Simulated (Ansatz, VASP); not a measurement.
**SrTiO3 in VASP and in Ansatz**

```
CELL_PARAMETERS angstrom
3.93640 0.00000 0.00000
0.00000 3.93640 0.00000
0.00000 0.00000 3.93640
ATOMIC_POSITIONS crystal
Sr 0.00000 0.96856 0.96856
Ti 0.50000 0.50000 0.50000
O 0.00000 0.50000 0.50000
O 0.50000 0.00000 0.50000
O 0.50000 0.50000 0.00000
```

Change from the starting cell: all Sr atoms moved +0.175 Å, as atom 1 towards its neighbour atom 3 (O) at 2.783 Å.

Alike in both runs: task single point; functional PBE; k mesh 8 × 8 × 8; occupations gaussian, width 0.05 eV; no spin polarisation.

|  | VASP | Ansatz |
| --- | --- | --- |
| version | VASP 6.6.1 | Ansatz 0.2.0 |
| potentials or method | VASP PAW PBE potentials, release 64 (Sr_sv, Ti_sv, O), cutoff 520 eV | scalar-relativistic, plane waves, PAW |
| valence electrons in the cell | 40 | 40 |

|  | VASP | Ansatz | Ansatz less VASP |
| --- | --- | --- | --- |
| gap on the k mesh at the Fermi level (eV) | 1.80 | 1.83 | +0.030 |
| least direct gap on the mesh (eV) | 2.16 | 2.18 | +0.020 |
| pressure (GPa) | 1.3 | 0.7 | -0.63 |
| traceless stress, the component that is largest in VASP (GPa) | 0.77 | 0.75 | -0.014 |
| rms of the force components (eV/Å) | 0.219 | 0.213 | -0.0055 |

Atom by atom the forces differ by 0.008 eV/Å (rms over components). With one functional, cell and mesh, what is left measures potentials, basis and numerics.
